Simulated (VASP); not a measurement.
The system is YAl3N4.

```
Y Al N
1.0
    -2.40834    2.40834    4.81668
     2.40834   -2.40834    4.81668
     2.40834    2.40834   -4.81668
Y Al N
1 3 4
Direct
  0.00000 0.00000 0.00000
  0.50000 0.50000 0.00000
  0.75000 0.25000 0.50000
  0.25000 0.75000 0.50000
  0.75000 0.75000 0.00000
  0.25000 0.25000 0.00000
  0.50000 0.00000 0.50000
  0.00000 0.50000 0.50000
```

```yaml
Program: VASP 6.6.1
Task: relaxation of cell and atoms
Functional: PBE
Potentials_or_basis: VASP PAW PBE potentials, release 64 (Y_sv, Al, N)
Cutoff: 600 eV
k_mesh: 6 × 6 × 6
Occupations: gaussian, width 0.1 eV
Spin: no spin polarisation
```

At the start: pressure -31.0 GPa; volume 13.97 Å³/atom.

Q: How do energy, volume and symmetry change on relaxing?

A: Over 9 steps the energy falls by 537.3 meV/atom and the volume is 10.43 Å³/atom (-25.3 %); space group I4/mmm (No. 139, to 0.1 Å) before and after.

The path:
| step | energy change (eV) | largest force (eV/Å) | pressure (GPa) | volume (Å³) |
| --- | --- | --- | --- | --- |
| 1 | 0.0000 | 1.5217 | -31.00 | 111.75 |
| 2 | -2.9877 | 2.9038 | 33.23 | 73.49 |
| 3 | -3.7850 | 2.5971 | 1.51 | 82.83 |
| 4 | -4.2156 | 0.2864 | 3.34 | 81.74 |
| 5 | -4.2259 | 0.2203 | 4.04 | 81.54 |
| 6 | -4.2858 | 0.3152 | -2.20 | 84.36 |
| 7 | -4.2873 | 0.2995 | -1.42 | 83.96 |
| 8 | -4.2971 | 0.0445 | 0.63 | 83.30 |
| 9 | -4.2981 | 0.0393 | 0.15 | 83.45 |

Final structure:
```
Y Al N
1.0
    -2.24021    2.24021    4.15721
     2.24021   -2.24021    4.15721
     2.24021    2.24021   -4.15721
Y Al N
1 3 4
Cartesian
  0.0000 0.0000 0.0000
  0.0000 0.0000 4.1572
  0.0000 2.2402 2.0786
  2.2402 0.0000 2.0786
  0.0000 0.0000 6.0549
  0.0000 0.0000 2.2596
  0.0000 2.2402 0.0000
  2.2402 0.0000 0.0000
```

Caveat: the volume moved by over 15 % at a fixed basis, so the end points are rough.
